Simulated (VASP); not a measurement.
# SiC (F-43m) in VASP: single point with PBEsol

Aim: the single point of SiC with PBEsol.

Everything below comes from runs of VASP 6.6.1. Logs are shortened: lines on timing, memory, paths and dates and some standing lists are left out, and cuts for length are marked.

**The experiment to reproduce.**

“Insight into the structural, elastic and electronic properties of a new orthorhombic 6O-SiC polytype”, 2020, pmc:7200658 quotes, for a bulk crystal of SiC: band gap 2.4 eV (indirect).

The runs below are set against these values where they give the same quantity.

## 1. The cell of the first run

Symmetry: F-43m, No. 216, cubic system. The conventional cell has a = 4.357 Å, b = 4.357 Å, c = 4.357 Å, α = 90.00°, β = 90.00°, γ = 90.00°. Within 2.5 Å of Si (site symmetry -43m) lie 4 C at 1.89 Å. Within 2.5 Å of C (site symmetry -43m) lie 4 Si at 1.89 Å.

## 2. Single point, PBEsol

Contents of INCAR:

```
SYSTEM = SiC
PREC = Accurate
ENCUT = 600
EDIFF = 1E-6
ISMEAR = 0
SIGMA = 0.01
LREAL = .FALSE.
LASPH = .TRUE.
NELM = 120
ALGO = Normal
ISIF = 2
LWAVE = .FALSE.
LCHARG = .FALSE.
GGA = PS
NBANDS = 11
GGA_COMPAT = .FALSE.
```

Contents of KPOINTS:

```
Automatic mesh
0
G
  10 10 10
  0 0 0
```

Contents of POSCAR:

```
SiC
1.0
    2.1784146558      2.1784146558      0.0000000000
   -2.1784146558      2.1784146558      0.0000000000
    0.0000000000      2.1784146558      2.1784146558
Si C
1 1
Direct
    0.0000000000      0.0000000000      0.0000000000
    0.7500000000      0.2500000000      0.5000000000
```

Potentials or basis: VASP PAW PBE potentials, release 64 (Si, C).

Started as:

```bash
cat potpaw_PBE.64/Si/POTCAR potpaw_PBE.64/C/POTCAR > POTCAR
mpirun -np 1 vasp_std > vasp.out
```

OUTCAR:

```text
SYSTEM = SiC
   PREC = Accurate
   ENCUT = 600
   EDIFF = 1E-6
   ISMEAR = 0
   LREAL = .FALSE.
   LASPH = .TRUE.
   NELM = 120
   ISIF = 2
   GGA = PS

 ion  position               nearest neighbor table
   1  0.000  0.000  0.000-   2 1.89   2 1.89   2 1.89   2 1.89
   2  0.750  0.250  0.500-   1 1.89   1 1.89   1 1.89   1 1.89

  LATTYP: Found a face centered cubic cell.
 ALAT       =     4.3568293116

  Lattice vectors:

 A1 = (   0.0000000000,   2.1784146558,   2.1784146558)
 A2 = (   2.1784146558,   0.0000000000,   2.1784146558)
 A3 = (   2.1784146558,   2.1784146558,   0.0000000000)

Analysis of symmetry for initial positions (statically):
=====================================================================
 Subroutine PRICEL returns:
 Original cell was already a primitive cell.

 Routine SETGRP: Setting up the symmetry group for a
 face centered cubic supercell.

 Subroutine GETGRP returns: Found 24 space group operations
 (whereof 24 operations were pure point group operations)
 out of a pool of 48 trial point group operations.

The static configuration has the point symmetry T_d .

Analysis of symmetry for dynamics (positions and initial velocities):
=====================================================================
 Subroutine PRICEL returns:
 Original cell was already a primitive cell.

 Routine SETGRP: Setting up the symmetry group for a
 face centered cubic supercell.

 Subroutine GETGRP returns: Found 24 space group operations
 (whereof 24 operations were pure point group operations)
 out of a pool of 48 trial point group operations.

The dynamic configuration has the point symmetry T_d .

 Subroutine INISYM returns: Found 24 space group operations
 (whereof 24 operations are pure point group operations),
 and found     1 'primitive' translations

----------------------------------------------------------------------------------------

                                     Primitive cell

  volume of cell :      20.6753

  direct lattice vectors                    reciprocal lattice vectors
     2.178414656  2.178414656  0.000000000     0.229524714  0.229524714 -0.229524714
    -2.178414656  2.178414656  0.000000000    -0.229524714  0.229524714 -0.229524714
     0.000000000  2.178414656  2.178414656     0.000000000  0.000000000  0.459049427

  length of vectors
     3.080743551  3.080743551  3.080743551     0.397548466  0.397548466  0.459049427

  position of ions in fractional coordinates (direct lattice)
     0.000000000  0.000000000  0.000000000
     0.750000000  0.250000000  0.500000000

  ion indices of the primitive-cell ions
   primitive index   ion index
                 1           1
                 2           2

----------------------------------------------------------------------------------------

 KPOINTS: Automatic mesh

Automatic generation of k-mesh.
 Grid dimensions read from file:
 generate k-points for:   10   10   10

 Generating k-lattice:

  Cartesian coordinates                     Fractional coordinates (reciprocal lattice)
     0.022952471  0.022952471 -0.022952471     0.100000000  0.000000000  0.000000000
    -0.022952471  0.022952471 -0.022952471     0.000000000  0.100000000  0.000000000
     0.000000000  0.000000000  0.045904943     0.000000000  0.000000000  0.100000000

  Length of vectors
     0.039754847  0.039754847  0.045904943

  Shift w.r.t. Gamma in fractional coordinates (k-lattice)
     0.000000000  0.000000000  0.000000000

 Subroutine IBZKPT returns following result:
 ===========================================

 Found     47 irreducible k-points:

 Following reciprocal coordinates:
            Coordinates               Weight
  0.000000  0.000000  0.000000      1.000000
  0.100000  0.000000  0.000000      8.000000
  0.200000  0.000000  0.000000      8.000000
  0.300000  0.000000  0.000000      8.000000
  0.400000  0.000000  0.000000      8.000000
  0.500000  0.000000  0.000000      4.000000
[... 16 lines left out ...]
  0.300000  0.300000  0.000000     12.000000
  0.400000  0.300000  0.000000     24.000000
 [... further k-points ...]
   k-points           NKPTS =     47   k-points in BZ     NKDIM =     47   number of bands    NBANDS=     11
   number of dos      NEDOS =    301   number of ions     NIONS =      2
   total plane-waves  NPLWV =  21952
   dimension x,y,z NGX =    28 NGY =   28 NGZ =   28
   dimension x,y,z NGXF=    56 NGYF=   56 NGZF=   56
   ions per type =               1   1
   NGX,Y,Z   is equivalent  to a cutoff of  15.11, 15.11, 15.11 a.u.
   NGXF,Y,Z  is equivalent  to a cutoff of  30.22, 30.22, 30.22 a.u.
 SYSTEM =  SiC
   PREC   = accura    normal or accurate (medium, high low for compatibility)
   ISTART =      0    job   : 0-new  1-cont  2-samecut
   ICHARG =      2    charge: 1-file 2-atom 10-const
   ISPIN  =      1    spin polarized calculation?
   LNONCOLLINEAR =      F non collinear calculations
   LSORBIT =      F    spin-orbit coupling
   LASPH  =      T    aspherical Exc in radial PAW
   ENCUT  =  600.0 eV  44.10 Ry    6.64 a.u.   6.15  6.15  6.15*2*pi/ulx,y,z
   NELM   =    120;   NELMIN=  2; NELMDL= -5     # of ELM steps
   EDIFF  = 0.1E-05   stopping-criterion for ELM
   LREAL  =      F    real-space projection
   EDIFFG = 0.1E-04   stopping-criterion for IOM
   NSW    =      0    number of steps for IOM
   IBRION =     -1    ionic relax: 0-MD 1-quasi-New 2-CG
   NFREE  =      0    steps in history (QN), initial steepest desc. (CG)
   ISIF   =      2    stress and relaxation
   ISYM   =      2    0-nonsym 1-usesym 2-fastsym
   POTIM  = 0.5000    time-step for ionic-motion
   TEBEG  =    0.0;   TEEND  =   0.0 temperature during run
   PSTRESS=    0.0 pullay stress
   NELECT =       8.0000    total number of electrons
   NUPDOWN=      -1.0000    fix difference up-down
   EMIN   =  10.00;   EMAX   =-10.00  energy-range for DOS
   EFERMI =   0.00;   METHOD = LEGACY
   ISMEAR =     0;   SIGMA  =   0.01  broadening in eV -4-tet -1-fermi 0-gaus
   EFERMI_NEDOS =   21; number of points for ismear=-14 and -15
   IALGO  =     38    algorithm
   IMIX   =      4    mixing-type and parameters
     AMIX     =   0.40;   BMIX     =  1.00
     AMIX_MAG =   1.60;   BMIX_MAG =  1.00
  volume/ion in A,a.u.               =      10.34        69.76
  Fermi-wavevector in a.u.,A,eV,Ry     =   1.192946  2.254342 19.362739  1.423121
  Thomas-Fermi vector in A             =   2.328973
   LORBIT       =      0    0 simple, 1 ext, 2 COOP (PROOUT), +10 PAW based schemes
   GGA     = PS    functional components
   LHFCALC =     F    Hartree Fock is set to
   AEXX    =    0.0000 exact exchange contribution
   IVDW    =     0    specifies the selected vdW correction
   LEPSILON=     F    determine dielectric tensor
   LRPA    =     F    only Hartree local field effects (RPA)
 non-spin polarized calculation
 Gauss-broadening in eV      SIGMA  =   0.01
  energy-cutoff  :      600.00
  volume of cell :       20.68
 maximum number of plane-waves:       701
 NGX is ok and might be reduce to    28
   NGX = 13   NGY = 13   NGZ = 13

 number of electron       8.0000000 magnetization

 Free energy of the ion-electron system (eV)
  ---------------------------------------------------
  ext. energy  EPLUGINS =         0.00000000
  ---------------------------------------------------
  free energy    TOTEN  =       -15.91608805 eV

  energy without entropy =      -15.91608805  energy(sigma->0) =      -15.91608805

 E-fermi :   8.1848     XC(G=0): -11.5083

 val. band max:        8.0649700897   @ k =   0.0000   0.0000   0.0000
 cond. band min:       9.2984378310   @ k =   0.5000   0.5000   0.0000
 fundamental gap:      1.2334677412
 Fermi energy:         8.1848366891

 k-point     1 :       0.0000    0.0000    0.0000
  band No.  band energies     occupation
      1      -7.3654      2.00000
      2       8.0650      2.00000
      3       8.0650      2.00000
      4       8.0650      2.00000
      5      14.2612      0.00000
      6      15.3136      0.00000
      7      15.3136      0.00000
      8      15.3136      0.00000
      9      22.5267      0.00000
     10      22.5267      0.00000
     11      24.3404      0.00000

 k-point     2 :       0.1000    0.0000    0.0000
  band No.  band energies     occupation
      1      -7.1691      2.00000
      2       7.0498      2.00000
      3       7.9301      2.00000
      4       7.9301      2.00000
      5      14.5116      0.00000
      6      15.5580      0.00000
      7      15.5580      0.00000
      8      15.5951      0.00000
      9      21.5501      0.00000
     10      21.5501      0.00000
     11      24.1409      0.00000

 k-point     3 :       0.2000    0.0000    0.0000
  band No.  band energies     occupation
      1      -6.5886      2.00000
      2       4.9186      2.00000
      3       7.6214      2.00000
      4       7.6214      2.00000
      5      14.2125      0.00000
      6      15.9148      0.00000
      7      15.9148      0.00000
      8      16.7906      0.00000
      9      20.8756      0.00000
     10      20.8756      0.00000
     11      23.2591      0.00000

 k-point     4 :       0.3000    0.0000    0.0000
  band No.  band energies     occupation
      1      -5.6584      2.00000
      2       2.5933      2.00000
      3       7.3043      2.00000
      4       7.3043      2.00000
      5      13.8040      0.00000
      6      15.7655      0.00000
      7      15.7655      0.00000
      8      17.7331      0.00000
      9      21.7027      0.00000
     10      21.7027      0.00000
     11      23.0072      0.00000
[... 239 lines left out ...]
 k-point    22 :      -0.2000    0.2000    0.0000
  band No.  band energies     occupation
      1      -6.3288      2.00000
      2       5.6775      2.00000
      3       6.6046      2.00000
      4       6.6046      2.00000
      5      12.9413      0.00000
      6      15.0661      0.00000
      7      17.6535      0.00000
      8      17.6535      0.00000
      9      18.8287      0.00000
     10      23.6943      0.00000
     11      27.2844      0.00000

 k-point    23 :       0.3000    0.3000    0.0000
  band No.  band energies     occupation
      1      -3.2606      2.00000
      2       1.2989      2.00000
      3       2.7492      2.00000
      4       6.2661      2.00000
      5      12.4238      0.00000
      6      17.3681      0.00000
      7      17.9922      0.00000
      8      18.8315      0.00000
      9      21.4923      0.00000
     10      21.7482      0.00000
     11      28.9296      0.00000

 k-point    24 :       0.4000    0.3000    0.0000
  band No.  band energies     occupation
      1      -2.6094      2.00000
      2       0.6806      2.00000
      3       2.7781      2.00000
      4       5.7388      2.00000
      5      11.5762      0.00000
      6      16.6889      0.00000
      7      18.8835      0.00000
      8      19.4314      0.00000
      9      21.2253      0.00000
     10      23.4737      0.00000
     11      29.3674      0.00000

 [... further k-points ...]

------------------------ aborting loop because EDIFF is reached ----------------------------------------

  FORCE on cell =-STRESS in cart. coord.  units (eV):
  Direction    XX          YY          ZZ          XY          YZ          ZX
  --------------------------------------------------------------------------------------
  -------------------------------------------------------------------------------------
  Total        0.0286479      0.0286479      0.0286479      0.0000000     -0.0000000      0.0000000
  in kB        2.2199903      2.2199903      2.2199903      0.0000000     -0.0000000      0.0000000
  external PRESSURE =       2.2199903 kB  Pullay stress =       0.0000000 kB

 VOLUME and BASIS-vectors are now :
 -----------------------------------------------------------------------------
  energy-cutoff  :      600.00
  volume of cell :       20.68
      direct lattice vectors                 reciprocal lattice vectors
     2.178414656  2.178414656  0.000000000     0.229524714  0.229524714 -0.229524714
    -2.178414656  2.178414656  0.000000000    -0.229524714  0.229524714 -0.229524714
     0.000000000  2.178414656  2.178414656     0.000000000  0.000000000  0.459049427

 POSITION                                       TOTAL-FORCE (eV/Angst)
 -----------------------------------------------------------------------------------
      0.00000      0.00000      0.00000        -0.000000      0.000000      0.000000
      1.08921      3.26762      1.08921         0.000000     -0.000000     -0.000000
 -----------------------------------------------------------------------------------
    total drift:                               -0.000000      0.000000      0.000000

  FREE ENERGIE OF THE ION-ELECTRON SYSTEM (eV)
  ---------------------------------------------------
  free  energy   TOTEN  =       -15.9160880465 eV

  energy  without entropy=      -15.9160880465  energy(sigma->0) =      -15.91608805
```

Run time: 36 s. Hardware: 1 thread of AMD EPYC 7R13, shared host; peak memory 0.12 GiB.

What came out:

| Quantity | Value |
| --- | --- |
| Free energy | -15.9161 eV |
| Pressure | 0.2 GPa |
| Band gap on the k mesh | 1.23 eV, indirect (least direct gap 4.44 eV) |

Caveat: the PAW data sets were made with another functional, which shifts forces and pressure a little.

## 3. How close it comes

Step 2. Against the measured gap of SiC, 2.4 eV (indirect; quoted in “Insight into the structural, elastic and electronic properties of a new orthorhombic 6O-SiC polytype”, 2020, pmc:7200658), the calculated 1.23 eV is off by -1.17 eV. The value is that of PBEsol on a finite k mesh, which can miss the band edges, without temperature or zero-point motion. Semilocal functionals fall short of measured gaps as a rule.
